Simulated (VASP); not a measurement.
SiBiS2: single point with PBE

Crystal: SiBiS2.

```
Si Bi S
1.0
     4.54484    0.00000    0.00000
     0.00000    4.54484    0.00000
     0.00000    0.00000    9.21772
Si Bi S
2 2 4
Direct
  0.50000 0.50000 0.75564
  0.50000 0.50000 0.24436
  0.00000 0.50000 0.50000
  0.50000 0.00000 0.50000
  0.00000 0.50000 0.71885
  0.50000 0.00000 0.71885
  0.00000 0.50000 0.28115
  0.50000 0.00000 0.28115
```

```
Program                : VASP 6.6.1
Task                   : single point
Functional             : PBE
Potentials or basis    : VASP PAW PBE potentials, release 64 (Si, Bi_d, S)
Cutoff                 : 520 eV
k mesh                 : 4 × 4 × 2
Occupations            : gaussian, width 0.1 eV
Spin                   : no spin polarisation
Dipole correction      : no
Further INCAR settings : ALGO = Normal; EDIFF = 1e-07; NBANDS = 41
```

```json
{"Pressure": "38.4 GPa", "Largest force": "13.173 eV/Å", "Band gap on the k mesh": "zero (band 31 reaches 6.45 eV, above the bottom of band 32 at 5.51 eV)"}
```

Forces in eV/Å, atoms in the order of the input:
```
Si    0.000   0.000   2.125
Si    0.000   0.000  -2.125
Bi    0.000   0.000   0.000
Bi    0.000   0.000   0.000
S     0.000   0.000  13.173
S     0.000   0.000  13.173
S     0.000   0.000 -13.173
S     0.000   0.000 -13.173
```

Stress tensor (GPa, compression positive):
```
 9.20  0.00  0.00
 0.00  9.20  0.00
 0.00  0.00 96.73
```

Levels at points of the mesh, in eV from the Fermi level:
| k point | band 28 | band 29 | band 30 | band 31 | band 32 | band 33 | band 34 | band 35 |
| --- | --- | --- | --- | --- | --- | --- | --- | --- |
| (0.00, 0.00, 0.00) | -2.56 | -2.19 | -2.14 | -2.14 | 1.24 | 1.32 | 1.72 | 2.86 |
| (0.50, 0.00, 0.00) | -1.14 | -1.02 | -0.71 | 0.08 | 0.12 | 0.37 | 0.58 | 0.89 |
| (0.50, 0.50, 0.00) | -1.28 | -1.12 | 0.10 | 0.10 | 0.22 | 1.82 | 1.82 | 1.92 |
| (0.00, 0.00, 0.50) | -2.57 | -2.12 | -2.12 | -1.64 | 0.24 | 1.49 | 1.86 | 3.03 |
| (0.50, 0.00, 0.50) | -1.00 | -0.77 | -0.63 | -0.55 | 0.17 | 0.39 | 0.52 | 1.21 |
| (0.50, 0.50, 0.50) | -1.64 | -1.28 | 0.33 | 0.33 | 0.94 | 1.81 | 1.81 | 1.94 |

Wall time 110 s on 1 thread of AMD EPYC 7R13 Processor (Zen 3), with other jobs on the host, peak memory 0.29 GiB.

Caveat: spin-orbit coupling is left out, which moves the levels of the heavy elements; forces of over 1 eV/Å act on the atoms, so gaps and moduli don't describe the material at rest.
